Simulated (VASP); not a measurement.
# Pt (Fmmm) in VASP: a series of runs

Runs on Pt. Level: r2SCAN. Tasks: single point.

Everything below comes from runs of VASP 6.6.1. Logs are shortened: lines on timing, memory, paths and dates and some standing lists are left out, and cuts for length are marked.

## Step 1: The cell of the first run

The structure is orthorhombic, space group Fmmm (No. 69). Conventional cell: a = 3.168 Å, b = 4.369 Å, c = 4.593 Å, α = 90.00°, β = 90.00°, γ = 90.00°. Within 3.6 Å of Pt (site symmetry mmm) lie 14 Pt at 2.70 to 3.17 Å.

## Step 2: Single point, r2SCAN (strain -0.0500 x Voigt [0, 0, 0, 1, 0, 0])

POSCAR reads:

```
Pt
1.0
   -1.5842200000      1.5446145000      1.5446145000
    1.5842200000     -1.6238255000      1.6238255000
    1.5842200000      1.6238255000     -1.6238255000
Pt
1
Direct
    0.0000000000      0.0000000000      0.0000000000
```

INCAR.step1 reads:

```
  PREC = Accurate
  ENCUT = 520
  ISMEAR = 0
  SIGMA = 0.15
  LREAL = F
  LASPH = T
  NELM = 60
  NBANDS = 11
  GGA = PE
  ALGO = Normal
  EDIFF = 1E-4
  LWAVE = T
  LCHARG = F
```

INCAR.step2 reads:

```
  PREC = Accurate
  ENCUT = 520
  EDIFF = 1E-7
  ISMEAR = 0
  SIGMA = 0.15
  LREAL = F
  LASPH = T
  NELM = 60
  ALGO = Normal
  ISIF = 2
  LWAVE = F
  LCHARG = T
  METAGGA = R2SCAN
  LMIXTAU = T
  LELF = T
  LVHAR = T
  NBANDS = 11
  ISTART = 1
```

KPOINTS reads:

```
Automatic mesh
0
Gamma
  22 22 22
```

Potentials or basis: VASP PAW PBE potentials, release 64 (Pt).

Command:

```bash
$ cat potpaw_PBE.64/Pt/POTCAR > POTCAR
$ cp INCAR.step1 INCAR
$ mpirun -np 1 vasp_std > vasp.out
$ cp INCAR.step2 INCAR
$ mpirun -np 1 vasp_std > vasp.out
```

OUTCAR:

```text
PREC = Accurate
   ENCUT = 520
   EDIFF = 1E-7
   ISMEAR = 0
   LREAL = F
   LASPH = T
   NELM = 60
   ISIF = 2
   METAGGA = R2SCAN
   ISTART = 1

 ion  position               nearest neighbor table
   1  0.000  0.000  0.000-

  LATTYP: Found a face centered orthorhombic cell.
 ALAT       =     3.1684400000
 B/A-ratio  =     1.3788582233
 C/A-ratio  =     1.4495689014

  Lattice vectors:

 A1 = (   0.0000000000,  -0.0792110000,   3.1684400000)
 A2 = (   1.5842200000,  -1.6238255000,   1.6238255000)
 A3 = (   1.5842200000,   1.5446145000,   1.5446145000)

Analysis of symmetry for initial positions (statically):
=====================================================================
 Subroutine PRICEL returns:
 Original cell was already a primitive cell.

 Routine SETGRP: Setting up the symmetry group for a
 face centered orthorhombic supercell.

 Subroutine GETGRP returns: Found  8 space group operations
 (whereof  8 operations were pure point group operations)
 out of a pool of  8 trial point group operations.

The static configuration has the point symmetry D_2h.

Analysis of symmetry for dynamics (positions and initial velocities):
=====================================================================
 Subroutine PRICEL returns:
 Original cell was already a primitive cell.

 Routine SETGRP: Setting up the symmetry group for a
 face centered orthorhombic supercell.

 Subroutine GETGRP returns: Found  8 space group operations
 (whereof  8 operations were pure point group operations)
 out of a pool of  8 trial point group operations.

The dynamic configuration has the point symmetry D_2h.

 Subroutine INISYM returns: Found  8 space group operations
 (whereof  8 operations are pure point group operations),
 and found     1 'primitive' translations

----------------------------------------------------------------------------------------

                                     Primitive cell

  volume of cell :      15.8941

  direct lattice vectors                    reciprocal lattice vectors
    -1.584220000  1.544614500  1.544614500     0.000000000  0.323705365  0.323705365
     1.584220000 -1.623825500  1.623825500     0.315612731  0.007895253  0.315810112
     1.584220000  1.623825500 -1.623825500     0.315612731  0.315810112  0.007895253

  length of vectors
     2.698410813  2.789869444  2.789869444     0.457788517  0.446553197  0.446553197

  position of ions in fractional coordinates (direct lattice)
     0.000000000  0.000000000  0.000000000

  ion indices of the primitive-cell ions
   primitive index   ion index
                 1           1

----------------------------------------------------------------------------------------

 KPOINTS: Automatic mesh

Automatic generation of k-mesh.
 Grid dimensions read from file:
 generate k-points for:   22   22   22

 Generating k-lattice:

  Cartesian coordinates                     Fractional coordinates (reciprocal lattice)
     0.000000000  0.014713880  0.014713880     0.045454545  0.000000000  0.000000000
     0.014346033  0.000358875  0.014355005     0.000000000  0.045454545 -0.000000000
     0.014346033  0.014355005  0.000358875     0.000000000 -0.000000000  0.045454545

  Length of vectors
     0.020808569  0.020297873  0.020297873

  Shift w.r.t. Gamma in fractional coordinates (k-lattice)
     0.000000000  0.000000000  0.000000000

 Subroutine IBZKPT returns following result:
 ===========================================

 Found   1530 irreducible k-points:

 Following reciprocal coordinates:
            Coordinates               Weight
  0.000000  0.000000  0.000000      1.000000
  0.045455  0.000000  0.000000      2.000000
  0.090909  0.000000  0.000000      2.000000
  0.136364  0.000000  0.000000      2.000000
  0.181818  0.000000  0.000000      2.000000
  0.227273  0.000000  0.000000      2.000000
[... 16 lines left out ...]
  0.454545  0.045455  0.000000      8.000000
  0.000000  0.090909  0.000000      8.000000
 [... further k-points ...]
   k-points           NKPTS =   1530   k-points in BZ     NKDIM =   1530   number of bands    NBANDS=     11
   number of dos      NEDOS =    301   number of ions     NIONS =      1
   total plane-waves  NPLWV =  11520
   dimension x,y,z NGX =    20 NGY =   24 NGZ =   24
   dimension x,y,z NGXF=    40 NGYF=   48 NGZF=   48
   ions per type =               1
   NGX,Y,Z   is equivalent  to a cutoff of  12.32, 14.30, 14.30 a.u.
   NGXF,Y,Z  is equivalent  to a cutoff of  24.64, 28.60, 28.60 a.u.
 SYSTEM =  unknown system
   PREC   = accura    normal or accurate (medium, high low for compatibility)
   ISTART =      1    job   : 0-new  1-cont  2-samecut
   ICHARG =      0    charge: 1-file 2-atom 10-const
   ISPIN  =      1    spin polarized calculation?
   LNONCOLLINEAR =      F non collinear calculations
   LSORBIT =      F    spin-orbit coupling
   LASPH  =      T    aspherical Exc in radial PAW
   ENCUT  =  520.0 eV  38.22 Ry    6.18 a.u.   5.02  5.19  5.19*2*pi/ulx,y,z
   NELM   =     60;   NELMIN=  2; NELMDL=  0     # of ELM steps
   EDIFF  = 0.1E-06   stopping-criterion for ELM
   LREAL  =      F    real-space projection
   EDIFFG = 0.1E-05   stopping-criterion for IOM
   NSW    =      0    number of steps for IOM
   IBRION =     -1    ionic relax: 0-MD 1-quasi-New 2-CG
   NFREE  =      0    steps in history (QN), initial steepest desc. (CG)
   ISIF   =      2    stress and relaxation
   ISYM   =      2    0-nonsym 1-usesym 2-fastsym
   POTIM  = 0.5000    time-step for ionic-motion
   TEBEG  =    0.0;   TEEND  =   0.0 temperature during run
   PSTRESS=    0.0 pullay stress
   NELECT =      10.0000    total number of electrons
   NUPDOWN=      -1.0000    fix difference up-down
   EMIN   =  10.00;   EMAX   =-10.00  energy-range for DOS
   EFERMI =   0.00;   METHOD = LEGACY
   ISMEAR =     0;   SIGMA  =   0.15  broadening in eV -4-tet -1-fermi 0-gaus
   EFERMI_NEDOS =   21; number of points for ismear=-14 and -15
   IALGO  =     38    algorithm
   IMIX   =      4    mixing-type and parameters
     AMIX     =   0.40;   BMIX     =  1.00
     AMIX_MAG =   1.60;   BMIX_MAG =  1.00
  volume/ion in A,a.u.               =      15.89       107.26
  Fermi-wavevector in a.u.,A,eV,Ry     =   1.402802  2.650912 26.774289  1.967855
  Thomas-Fermi vector in A             =   2.525528
   LORBIT       =      0    0 simple, 1 ext, 2 COOP (PROOUT), +10 PAW based schemes
   METAGGA = R2SCAN    functional components
   LHFCALC =     F    Hartree Fock is set to
   AEXX    =    0.0000 exact exchange contribution
   IVDW    =     0    specifies the selected vdW correction
   LEPSILON=     F    determine dielectric tensor
   LRPA    =     F    only Hartree local field effects (RPA)
 non-spin polarized calculation
 Gauss-broadening in eV      SIGMA  =   0.15
  energy-cutoff  :      520.00
  volume of cell :       15.89
 maximum number of plane-waves:       442
   NGX =  9   NGY = 11   NGZ = 11

 number of electron      10.0000000 magnetization

 Free energy of the ion-electron system (eV)
  ---------------------------------------------------
  ext. energy  EPLUGINS =         0.00000000
  ---------------------------------------------------
  free energy    TOTEN  =       -51.38649624 eV

  energy without entropy =      -51.37364961  energy(sigma->0) =      -51.38007293

 E-fermi :   9.8375     XC(G=0): -14.2289

 val. band max:        9.8351873884   @ k =   0.3182  -0.3636   0.1364
 cond. band min:       9.8380809436   @ k =   0.3636  -0.4545   0.3636
 fundamental gap:      0.0028935551
 Fermi energy:         9.8375443956

 k-point     1 :       0.0000    0.0000    0.0000
  band No.  band energies     occupation
      1       0.1842      2.00000
      2       5.9095      2.00000
      3       6.2383      2.00000
      4       6.6407      2.00000
      5       8.7690      2.00000
      6       8.8101      2.00000
      7      27.4675      0.00000
      8      27.9627      0.00000
      9      28.3786      0.00000
     10      37.6925      0.00000
     11      38.2231      0.00000

 k-point     2 :       0.0455    0.0000    0.0000
  band No.  band energies     occupation
      1       0.2779      2.00000
      2       5.9862      2.00000
      3       6.2514      2.00000
      4       6.6013      2.00000
      5       8.7447      2.00000
      6       8.7644      2.00000
      7      27.5401      0.00000
      8      28.0950      0.00000
      9      28.4687      0.00000
     10      36.1446      0.00000
     11      37.4877      0.00000

 k-point     3 :       0.0909    0.0000    0.0000
  band No.  band energies     occupation
      1       0.5538      2.00000
      2       6.2144      2.00000
      3       6.2857      2.00000
      4       6.4882      2.00000
      5       8.5706      2.00000
      6       8.7524      2.00000
      7      27.7190      0.00000
      8      28.4841      0.00000
      9      28.6722      0.00000
     10      34.5522      0.00000
     11      35.9971      0.00000

 k-point     4 :       0.1364    0.0000    0.0000
  band No.  band energies     occupation
      1       0.9952      2.00000
      2       6.3148      2.00000
      3       6.3264      2.00000
      4       6.5872      2.00000
      5       8.3493      2.00000
      6       8.7371      2.00000
      7      27.8599      0.00000
      8      28.7466      0.00000
      9      29.1076      0.00000
     10      33.3584      0.00000
     11      34.4437      0.00000

 k-point     5 :       0.1818    0.0000    0.0000
  band No.  band energies     occupation
      1       1.5664      2.00000
      2       6.1002      2.00000
      3       6.3598      2.00000
      4       7.0927      2.00000
      5       8.1652      2.00000
      6       8.7243      2.00000
      7      27.6969      0.00000
      8      28.2131      0.00000
      9      29.9300      0.00000
     10      32.8519      0.00000
     11      33.4604      0.00000
[... 211 lines left out ...]
 k-point    21 :       0.3636    0.0455   -0.0000
  band No.  band energies     occupation
      1       3.3331      2.00000
      2       5.1694      2.00000
      3       7.8975      2.00000
      4       8.6354      2.00000
      5       8.9807      2.00000
      6      10.4977      0.00000
      7      19.9509      0.00000
      8      24.3688      0.00000
      9      27.3642      0.00000
     10      34.2153      0.00000
     11      34.7905      0.00000

 k-point    22 :       0.4091    0.0455   -0.0000
  band No.  band energies     occupation
      1       3.3007      2.00000
      2       5.0590      2.00000
      3       8.2590      2.00000
      4       8.7032      2.00000
      5       9.6509      1.92147
      6      11.1794      0.00000
      7      18.2821      0.00000
      8      23.9127      0.00000
      9      26.4217      0.00000
     10      34.3880      0.00000
     11      35.1023      0.00000

 k-point    23 :       0.4545    0.0455    0.0000
  band No.  band energies     occupation
      1       3.2676      2.00000
      2       5.0023      2.00000
      3       8.4097      2.00000
      4       8.6949      2.00000
      5      10.2179      0.00034
      6      11.6675      0.00000
      7      17.1956      0.00000
      8      23.6787      0.00000
      9      25.9075      0.00000
     10      34.2244      0.00000
     11      35.4327      0.00000

 k-point    24 :       0.0000    0.0909    0.0000
  band No.  band energies     occupation
      1       0.5300      2.00000
      2       5.9209      2.00000
      3       6.3006      2.00000
      4       6.7145      2.00000
      5       8.6189      2.00000
      6       8.8043      2.00000
      7      27.7810      0.00000
      8      28.1375      0.00000
      9      28.7094      0.00000
     10      35.0403      0.00000
     11      35.3829      0.00000

 [... further k-points ...]
[... 5 lines left out ...]
  --------------------------------------------------------------------------------------
  -------------------------------------------------------------------------------------
  Total       -0.4858644     -0.5192254     -0.5192254      0.0000000      0.7025305      0.0000000
  in kB      -48.9768353    -52.3397365    -52.3397365      0.0000000     70.8175387      0.0000000
  external PRESSURE =     -51.2187695 kB  Pullay stress =       0.0000000 kB

 VOLUME and BASIS-vectors are now :
 -----------------------------------------------------------------------------
  energy-cutoff  :      520.00
  volume of cell :       15.89
      direct lattice vectors                 reciprocal lattice vectors
    -1.584220000  1.544614500  1.544614500     0.000000000  0.323705365  0.323705365
     1.584220000 -1.623825500  1.623825500     0.315612731  0.007895253  0.315810112
     1.584220000  1.623825500 -1.623825500     0.315612731  0.315810112  0.007895253

 POSITION                                       TOTAL-FORCE (eV/Angst)
 -----------------------------------------------------------------------------------
      0.00000      0.00000      0.00000         0.000000      0.000000      0.000000
 -----------------------------------------------------------------------------------
    total drift:                               -0.000000      0.000000     -0.000000

  FREE ENERGIE OF THE ION-ELECTRON SYSTEM (eV)
  ---------------------------------------------------
  free  energy   TOTEN  =       -51.3864962407 eV

  energy  without entropy=      -51.3736496097  energy(sigma->0) =      -51.38007293
```

It took 12 min on 1 thread of Intel Xeon Platinum 8375C at 2.90GHz (Ice Lake), shared host; peak memory 0.38 GiB.

Results:

```yaml
Free_energy: -51.3865 eV
Pressure: -5.1 GPa
Band_gap_on_the_k_mesh: zero (band 5 reaches 11.15 eV, above the bottom of band 6 at 8.61 eV)
```

Caveat: the cell differs from its parent crystal (strain -0.0500 x Voigt [0, 0, 0, 1, 0, 0]); the PAW data sets were made with another functional, which shifts forces and pressure a little; spin-orbit coupling is left out, which moves the levels of the heavy elements.

## Step 3: Single point, r2SCAN (strain +0.0250 x Voigt [0, 0, 0, 1, 0, 0])

POSCAR reads:

```
Pt
1.0
   -1.5842200000      1.6040227500      1.6040227500
    1.5842200000     -1.5644172500      1.5644172500
    1.5842200000      1.5644172500     -1.5644172500
Pt
1
Direct
    0.0000000000      0.0000000000      0.0000000000
```

INCAR.step1 reads:

```
PREC = Accurate ; ENCUT = 520
ISMEAR = 0 ; SIGMA = 0.15
LREAL = False ; LASPH = True
NELM = 80 ; NBANDS = 11
GGA = PE ; ALGO = Normal
EDIFF = 1E-4 ; LWAVE = True
LCHARG = False
```

INCAR.step2 reads:

```
PREC = Accurate ; ENCUT = 520
EDIFF = 1E-7 ; ISMEAR = 0
SIGMA = 0.15 ; LREAL = False
LASPH = True ; NELM = 80
ALGO = Normal ; ISIF = 2
LWAVE = False ; LCHARG = False
METAGGA = R2SCAN ; LMIXTAU = True
NBANDS = 11 ; ISTART = 1
```

KPOINTS is that of step 2.

Potentials or basis: VASP PAW PBE potentials, release 64 (Pt).

Command:

```bash
$ cat potpaw_PBE.64/Pt/POTCAR > POTCAR
$ cp INCAR.step1 INCAR
$ mpirun -np 1 vasp_std > vasp.out
$ cp INCAR.step2 INCAR
$ mpirun -np 1 vasp_std > vasp.out
```

Wall time 6.2 min (1 thread of Intel Xeon Platinum 8375C at 2.90GHz (Ice Lake), shared host); peak memory 0.36 GiB.

The run converged. Its results:

| Item | Value |
| --- | --- |
| Free energy | -51.3995 eV |
| Pressure | -5.8 GPa |
| Band gap on the k mesh | zero (band 5 reaches 11.00 eV, above the bottom of band 6 at 8.60 eV) |

Stress tensor (GPa, compression positive):
```
-5.71  0.00  0.00
 0.00 -5.79 -3.57
 0.00 -3.57 -5.79
```

Levels at points of the mesh, in eV from the Fermi level:
```csv
k point,band 3,band 4,band 5,band 6,band 7,band 8
"(0.00, 0.00, 0.00)",-3.57,-3.37,-1.08,-1.07,17.88,18.11
"(0.50, 0.00, 0.00)",-1.16,-0.65,0.31,1.00,6.26,14.25
"(0.00, 0.50, 0.00)",-1.25,-0.77,0.49,1.09,6.58,14.05
"(0.00, 0.50, 0.50)",-1.33,-0.90,0.68,1.21,6.90,13.93
"(0.50, 0.50, 0.50)",0.40,0.56,0.74,8.11,8.11,8.13
```

Caveat: the cell differs from its parent crystal (strain +0.0250 x Voigt [0, 0, 0, 1, 0, 0]); the PAW data sets were made with another functional, which shifts forces and pressure a little; spin-orbit coupling is left out, which moves the levels of the heavy elements.

(Continued in part 2 of 2.)
